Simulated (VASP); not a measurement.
# LiH (F-43m) in VASP: further runs

The runs below take LiH through vibrations by perturbation theory, elastic constants, with PBE.

Everything below comes from runs of VASP 6.6.1. Logs are shortened: lines on timing, memory, paths and dates and some standing lists are left out, and cuts for length are marked.

## (1) The cell of the first run

Symmetry: F-43m, No. 216, cubic system. The conventional cell has a = 4.288 Å, b = 4.288 Å, c = 4.288 Å, α = 90.00°, β = 90.00°, γ = 90.00°. Within 2.5 Å of Li (site symmetry -43m) lie 4 H at 1.86 Å. Within 2.5 Å of H (site symmetry -43m) lie 4 Li at 1.86 Å.

## (2) Vibrations by perturbation theory, PBE

INCAR

```
ALGO = Normal
EDIFF = 1E-8
ENCUT = 520
GGA = PE
IBRION = 8
ISIF = 2
ISMEAR = 0
LASPH = True
LCHARG = True
LEPSILON = True
LREAL = False
LWAVE = False
NELM = 60
NSW = 1
PREC = Accurate
SIGMA = 0.01
```

KPOINTS

```
k-points
0
Gamma
  12 12 12
```

POSCAR

```
LiH
1.0
    0.0000000000      2.1438522207      2.1438522207
    2.1438522207      0.0000000000      2.1438522207
    2.1438522207      2.1438522207      0.0000000000
Li H
1 1
Direct
    0.0000000000      0.0000000000      0.0000000000
    0.2500000000      0.2500000000      0.2500000000
```

Potentials or basis: VASP PAW PBE potentials, release 64 (Li_sv, H).

Launch:

```sh
cat potpaw_PBE.64/Li_sv/POTCAR potpaw_PBE.64/H/POTCAR > POTCAR
mpirun -np 1 vasp_std > vasp.out
```

OUTCAR:

```text
EDIFF = 1E-8
   ENCUT = 520
   GGA = PE
   IBRION = 8
   ISIF = 2
   ISMEAR = 0
   LASPH = True
   LEPSILON = True
   LREAL = False
   NELM = 60
   NSW = 1
   PREC = Accurate

 ion  position               nearest neighbor table
   1  0.000  0.000  0.000-
   2  0.250  0.250  0.250-

  LATTYP: Found a face centered cubic cell.
 ALAT       =     4.2877044414

  Lattice vectors:

 A1 = (   0.0000000000,   2.1438522207,   2.1438522207)
 A2 = (   2.1438522207,   0.0000000000,   2.1438522207)
 A3 = (   2.1438522207,   2.1438522207,   0.0000000000)

Analysis of symmetry for initial positions (statically):
=====================================================================
 Subroutine PRICEL returns:
 Original cell was already a primitive cell.

 Routine SETGRP: Setting up the symmetry group for a
 face centered cubic supercell.

 Subroutine GETGRP returns: Found 24 space group operations
 (whereof 24 operations were pure point group operations)
 out of a pool of 48 trial point group operations.

The static configuration has the point symmetry T_d .

Analysis of symmetry for dynamics (positions and initial velocities):
=====================================================================
 Subroutine PRICEL returns:
 Original cell was already a primitive cell.

 Routine SETGRP: Setting up the symmetry group for a
 face centered cubic supercell.

 Subroutine GETGRP returns: Found 24 space group operations
 (whereof 24 operations were pure point group operations)
 out of a pool of 48 trial point group operations.

The dynamic configuration has the point symmetry T_d .

 Subroutine INISYM returns: Found 24 space group operations
 (whereof 24 operations are pure point group operations),
 and found     1 'primitive' translations

----------------------------------------------------------------------------------------

                                     Primitive cell

  volume of cell :      19.7067

  direct lattice vectors                    reciprocal lattice vectors
     0.000000000  2.143852221  2.143852221    -0.233225031  0.233225031  0.233225031
     2.143852221  0.000000000  2.143852221     0.233225031 -0.233225031  0.233225031
     2.143852221  2.143852221  0.000000000     0.233225031  0.233225031 -0.233225031

  length of vectors
     3.031864886  3.031864886  3.031864886     0.403957603  0.403957603  0.403957603

  position of ions in fractional coordinates (direct lattice)
     0.000000000  0.000000000  0.000000000
     0.250000000  0.250000000  0.250000000

  ion indices of the primitive-cell ions
   primitive index   ion index
                 1           1
                 2           2

----------------------------------------------------------------------------------------

 KPOINTS: k-points

Automatic generation of k-mesh.
 Grid dimensions read from file:
 generate k-points for:   12   12   12

 Generating k-lattice:

  Cartesian coordinates                     Fractional coordinates (reciprocal lattice)
[... 363 lines left out ...]

 Free energy of the ion-electron system (eV)
  ---------------------------------------------------
  ---------------------------------------------------
  free energy    TOTEN  =        -0.14264871 eV

  energy without entropy =       -0.14264871

------------------------ aborting loop because EDIFF is reached ----------------------------------------

--------------------------------------- Ionic step        2  -------------------------------------------

------------------------ aborting loop because EDIFF is reached ----------------------------------------

--------------------------------------- Ionic step        3  -------------------------------------------

------------------------ aborting loop because EDIFF is reached ----------------------------------------

 PIEZOELECTRIC TENSOR FIELD DIRECTION 3  (e Angst)
 -----------------------------------------------------------------------------
     0.00065 -0.12706  0.00000           (  0.00000 -0.00145  0.00000)
    -0.12706  0.00065  0.00000           ( -0.00145  0.00000  0.00000)
     0.00000  0.00000 -0.00073           (  0.00000  0.00000  0.00000)

 PIEZOELECTRIC TENSOR FIELD DIRECTION 3  (C/m^2)
 -----------------------------------------------------------------------------
     0.00053 -0.10330  0.00000
    -0.10330  0.00053  0.00000
     0.00000  0.00000 -0.00059

--------------------------------------- Ionic step        4  -------------------------------------------

------------------------ aborting loop because EDIFF is reached ----------------------------------------

[... ionic steps 5 to 6 ...]

--------------------------------------- Ionic step        7  -------------------------------------------

 Free energy of the ion-electron system (eV)
  ---------------------------------------------------
  ---------------------------------------------------
  free energy    TOTEN  =        -0.01860423 eV

  energy without entropy =       -0.01860423

------------------------ aborting loop because EDIFF is reached ----------------------------------------

 INTERNAL STRAIN TENSOR  FOR ION    2  DIRECTION 1   (eV/Angst):
 -----------------------------------------------------------------------------
     0.00037  0.00000  0.00000
     0.00000 -0.00063 -1.63976
     0.00000 -1.63976 -0.00063

 MACROSCOPIC STATIC DIELECTRIC TENSOR (including local field effects in DFT)
 ------------------------------------------------------
           3.252408     0.000000     0.000000
           0.000000     3.252408    -0.000000
           0.000000     0.000000     3.252408
 ------------------------------------------------------

 PIEZOELECTRIC TENSOR (including local field effects)  for field in x, y, z        (e  Angst)
          XX          YY          ZZ          XY          YZ          ZX
  --------------------------------------------------------------------------------
  x     0.00000     0.00000     0.00000     0.00000    -0.12709     0.00000
  y     0.00000     0.00000     0.00000     0.00000     0.00000    -0.12709
  z     0.00000     0.00000     0.00000    -0.12709     0.00000     0.00000

 PIEZOELECTRIC TENSOR (including local field effects)  for field in x, y, z        (C/m^2)
          XX          YY          ZZ          XY          YZ          ZX
  --------------------------------------------------------------------------------
  x     0.00000     0.00000     0.00000     0.00000    -0.10333     0.00000
  y     0.00000     0.00000     0.00000     0.00000     0.00000    -0.10333
  z     0.00000     0.00000     0.00000    -0.10333     0.00000     0.00000

 BORN EFFECTIVE CHARGES (including local field effects) (in |e|, cummulative output)
 ---------------------------------------------------------------------------------
 ion    1
    1     0.82092    -0.00000    -0.00000
    2     0.00000     0.82092     0.00000
    3    -0.00000     0.00000     0.82092
 ion    2
    1    -0.82092     0.00000     0.00000
    2     0.00000    -0.82092     0.00000
    3     0.00000    -0.00000    -0.82092

 INTERNAL STRAIN TENSOR FOR ION    2 for displacements in x,y,z  (eV/Angst):
          X           Y           Z          XY          YZ          ZX
  --------------------------------------------------------------------------------
  x     0.00000     0.00000     0.00000     0.00000    -1.63976     0.00000
  y     0.00000     0.00000     0.00000     0.00000     0.00000    -1.63976
  z     0.00000     0.00000     0.00000    -1.63976     0.00000     0.00000

 SECOND DERIVATIVES (NOT SYMMETRIZED)
 ------------------------------------
               1X          1Y          1Z          2X          2Y          2Z
  1X    -2.255822    0.000000    0.000000    2.255822    0.000000    0.000000
  1Y     0.000000   -2.255822    0.000000    0.000000    2.255822    0.000000
  1Z     0.000000    0.000000   -2.255822    0.000000    0.000000    2.255822
  2X     2.278498    0.000000    0.000000   -2.278498    0.000000    0.000000
  2Y     0.000000    2.278498    0.000000    0.000000   -2.278498    0.000000
  2Z     0.000000    0.000000    2.278498    0.000000    0.000000   -2.278498

 Eigenvectors and eigenvalues of the dynamical matrix
 ----------------------------------------------------

   1 f  =   25.209424 THz   158.395481 2PiTHz  840.895861 cm-1   104.257752 meV
             X         Y         Z           dx          dy          dz
      0.000000  0.000000  0.000000    -0.327881   -0.127480   -0.000000
      1.071926  1.071926  1.071926     0.872456    0.339211   -0.000000
[... 21 lines left out ...]
   6 f/i=    0.041516 THz     0.260850 2PiTHz    1.384812 cm-1     0.171695 meV
             X         Y         Z           dx          dy          dz
      0.000000  0.000000  0.000000    -0.186451   -0.786867   -0.471507
      1.071926  1.071926  1.071926    -0.070071   -0.295716   -0.177199

--------------------------------------------------------------------------------------------------------

 MACROSCOPIC STATIC DIELECTRIC TENSOR IONIC CONTRIBUTION
 ------------------------------------------------------
           2.729398    -0.000000    -0.000000
          -0.000000     2.729398     0.000000
          -0.000000     0.000000     2.729398
 ------------------------------------------------------

 ELASTIC MODULI CONTR FROM IONIC RELAXATION (kBar)
 Direction    XX          YY          ZZ          XY          YZ          ZX
 --------------------------------------------------------------------------------
 XX          -0.0000     -0.0000     -0.0000     -0.0000     -0.0000     -0.0000
 YY          -0.0000     -0.0000     -0.0000     -0.0000     -0.0000      0.0000
 ZZ          -0.0000     -0.0000     -0.0000     -0.0000     -0.0000     -0.0000
 XY          -0.0000     -0.0000     -0.0000    -83.5273      0.0000      0.0000
 YZ          -0.0000     -0.0000     -0.0000      0.0000    -83.5273      0.0000
 ZX          -0.0000      0.0000     -0.0000      0.0000      0.0000    -83.5273
 --------------------------------------------------------------------------------

 PIEZOELECTRIC TENSOR IONIC CONTR  for field in x, y, z        (C/m^2)
          XX          YY          ZZ          XY          YZ          ZX
  --------------------------------------------------------------------------------
  x     0.00000     0.00000     0.00000    -0.00000     0.44928    -0.00000
  y     0.00000    -0.00000     0.00000     0.00000     0.00000     0.44928
  z     0.00000     0.00000     0.00000     0.44928    -0.00000     0.00000
```

It took 7.2 min on 1 thread of AMD EPYC 7R13, shared host; peak memory 0.18 GiB.

What came out:

```yaml
Electronic_dielectric_tensor_diagonal: 3.25
Born_charges_mean_of_the_diagonal: Li +0.82; H -0.82 e
Highest_phonon_frequency_at_Γ: 841 cm⁻¹
```

Phonon frequencies in cm⁻¹ (negative: imaginary):
| q point | frequencies |
| --- | --- |
| (0.000, 0.000, 0.000) | -1 -1 -1 841 841 841 |

Electronic dielectric tensor:
```
3.25 0.00 0.00
0.00 3.25 0.00
0.00 0.00 3.25
```

Born effective charge tensors (e):
atom 1, Li
```
0.82 0.00 0.00
0.00 0.82 0.00
0.00 0.00 0.82
```
atom 2, H
```
-0.82  0.00  0.00
 0.00 -0.82  0.00
 0.00  0.00 -0.82
```

Caveat: the cutoff is under 1.25 times the usual one of these potentials, so pressure, stress and relaxed cells hold a basis-set (Pulay) error.

## (3) Elastic constants, PBE

INCAR

```
SYSTEM = LiH
PREC     = Accurate       ! precision mode
ENCUT    = 600            ! plane-wave cutoff, eV
EDIFF    = 1E-8           ! SCF threshold, eV
ISMEAR   = 0              ! smearing method
SIGMA    = 0.01           ! smearing width, eV
LREAL    = .False.        ! projectors in reciprocal space
LASPH    = .True.         ! aspherical terms in the spheres
NELM     = 60             ! most SCF steps
ALGO     = Normal         ! electronic algorithm
ISIF     = 3              ! what is computed and relaxed
LWAVE    = .False.        ! write WAVECAR
LCHARG   = .False.        ! write CHGCAR
GGA      = PE             ! functional
NBANDS   = 9              ! bands
IBRION   = 6              ! ionic algorithm
NFREE    = 2            
POTIM    = 0.015          ! step
NSW      = 1              ! ionic steps
```

KPOINTS

```
regular mesh
0
Gamma
  12 12 12
  0 0 0
```

POSCAR is that of step 2.

Potentials or basis: VASP PAW PBE potentials, release 64 (Li_sv, H).

Launch:

```sh
cat potpaw_PBE.64/Li_sv/POTCAR potpaw_PBE.64/H/POTCAR > POTCAR
mpirun -np 1 vasp_std > vasp.out
```

OUTCAR:

```text
SYSTEM = LiH
   PREC = Accurate
   ENCUT = 600
   EDIFF = 1E-8
   ISMEAR = 0
   LREAL = .False.
   LASPH = .True.
   NELM = 60
   ISIF = 3
   GGA = PE
   IBRION = 6
   NFREE = 2
   POTIM = 0.015
   NSW = 1

 ion  position               nearest neighbor table
   1  0.000  0.000  0.000-
   2  0.250  0.250  0.250-

  LATTYP: Found a face centered cubic cell.
 ALAT       =     4.2877044414

  Lattice vectors:

 A1 = (   0.0000000000,   2.1438522207,   2.1438522207)
 A2 = (   2.1438522207,   0.0000000000,   2.1438522207)
 A3 = (   2.1438522207,   2.1438522207,   0.0000000000)

Analysis of symmetry for initial positions (statically):
=====================================================================
 Subroutine PRICEL returns:
 Original cell was already a primitive cell.

 Routine SETGRP: Setting up the symmetry group for a
 face centered cubic supercell.

 Subroutine GETGRP returns: Found 24 space group operations
 (whereof 24 operations were pure point group operations)
 out of a pool of 48 trial point group operations.

The static configuration has the point symmetry T_d .

Analysis of symmetry for dynamics (positions and initial velocities):
=====================================================================
[... 654 lines left out ...]
  Total       -0.0183430     -0.0173950     -0.0173950      0.0000000      0.0244076      0.0000000
  in kB       -1.4913054     -1.4142298     -1.4142298      0.0000000      1.9843595      0.0000000
  external PRESSURE =      -1.4399217 kB  Pullay stress =       0.0000000 kB
[... 17 lines left out ...]
  FREE ENERGIE OF THE ION-ELECTRON SYSTEM (eV)
  ---------------------------------------------------
  free  energy   TOTEN  =        -6.0305366261 eV

  energy  without entropy=       -6.0305366261  energy(sigma->0) =       -6.03053663

 INTERNAL STRAIN TENSORS FROM STRAINED CELLS
 ============================================

 INTERNAL STRAIN TENSOR FOR ION    1 for displacements in x,y,z  (eV/Angst):
          X           Y           Z          XY          YZ          ZX
  --------------------------------------------------------------------------------
  x    -0.00000    -0.00000     0.00000     0.00000     1.62529     0.00000
  y    -0.00000    -0.00000     0.00000     0.00000    -0.00000     1.62502
  z    -0.00000    -0.00000     0.00000     1.62519    -0.00000     0.00000

 INTERNAL STRAIN TENSORS FROM DISPLACED ATOMS
 ============================================

 INTERNAL STRAIN TENSOR FOR ION    1 for displacements in x,y,z  (eV/Angst):
          X           Y           Z          XY          YZ          ZX
  --------------------------------------------------------------------------------
  x    -0.00000     0.00000     0.00000     0.00000     1.62570     0.00000
  y     0.00000     0.00000     0.00000     0.00000     0.00000     1.62570
  z     0.00000     0.00000    -0.00000     1.62570     0.00000     0.00000

 INTERNAL STRAIN TENSOR FOR ION    2 for displacements in x,y,z  (eV/Angst):
          X           Y           Z          XY          YZ          ZX
  --------------------------------------------------------------------------------
  x    -0.00000     0.00000     0.00000     0.00000    -1.62517     0.00000
  y     0.00000    -0.00000     0.00000     0.00000     0.00000    -1.62517
  z     0.00000     0.00000    -0.00000    -1.62517     0.00000     0.00000

 Eigenvectors and eigenvalues of the dynamical matrix
 ----------------------------------------------------

   1 f  =   25.188192 THz   158.262077 2PiTHz  840.187642 cm-1   104.169944 meV
             X         Y         Z           dx          dy          dz
      0.000000  0.000000  0.000000    -0.352080    0.000000    0.000000
      1.071926  1.071926  1.071926     0.935970    0.000000    0.000000
[... 21 lines left out ...]
   6 f/i=    0.033730 THz     0.211934 2PiTHz    1.125121 cm-1     0.139497 meV
             X         Y         Z           dx          dy          dz
      0.000000  0.000000  0.000000     0.000000    0.000000    0.935970
      1.071926  1.071926  1.071926     0.000000    0.000000    0.352080

--------------------------------------------------------------------------------------------------------

 ELASTIC MODULI CONTR FROM IONIC RELAXATION (kBar)
 Direction    XX          YY          ZZ          XY          YZ          ZX
 --------------------------------------------------------------------------------
 XX          -0.0000      0.0000      0.0000      0.0000     -0.0000      0.0000
 YY           0.0000     -0.0000      0.0000      0.0000      0.0000     -0.0000
 ZZ           0.0000      0.0000     -0.0000     -0.0000      0.0000      0.0000
 XY           0.0000      0.0000     -0.0000    -94.8365      0.0000      0.0000
 YZ          -0.0000      0.0000      0.0000      0.0000    -94.8365      0.0000
 ZX           0.0000     -0.0000      0.0000      0.0000      0.0000    -94.8365
 --------------------------------------------------------------------------------

 TOTAL ELASTIC MODULI (kBar)
 Direction    XX          YY          ZZ          XY          YZ          ZX
 --------------------------------------------------------------------------------
 XX         360.2479    220.1697    220.1697      0.0000      0.0000      0.0000
 YY         220.1697    360.2479    220.1697      0.0000     -0.0000     -0.0000
 ZZ         220.1697    220.1697    360.2479     -0.0000      0.0000     -0.0000
 XY           0.0000      0.0000     -0.0000    276.0037      0.0000      0.0000
 YZ           0.0000     -0.0000      0.0000      0.0000    276.0037      0.0000
 ZX           0.0000     -0.0000     -0.0000      0.0000      0.0000    276.0037
 --------------------------------------------------------------------------------
```

Run time: 12 min. Hardware: 1 thread of AMD EPYC 7R13, shared host; peak memory 0.25 GiB.

Results:

- Elastic constants C11, C12, C44: 36, 22, 28 GPa
- Voigt bulk modulus: 27 GPa
- Highest phonon frequency at Γ: 840 cm⁻¹

Phonon frequencies in cm⁻¹ (negative: imaginary):
| q point | frequencies |
| --- | --- |
| (0.000, 0.000, 0.000) | -1 -1 -1 840 840 840 |

Elastic tensor in Voigt notation (GPa, in the Cartesian axes of the cell as first typed):
```
36 22 22  0  0  0
22 36 22  0  0  0
22 22 36  0  0  0
 0  0  0 28  0  0
 0  0  0  0 28  0
 0  0  0  0  0 28
```

Clamped-ion elastic tensor (GPa):
```
36 22 22  0  0  0
22 36 22  0  0  0
22 22 36  0  0  0
 0  0  0 37  0  0
 0  0  0  0 37  0
 0  0  0  0  0 37
```

Caveat: the cutoff is under 1.25 times the usual one of these potentials, so pressure, stress and relaxed cells hold a basis-set (Pulay) error.
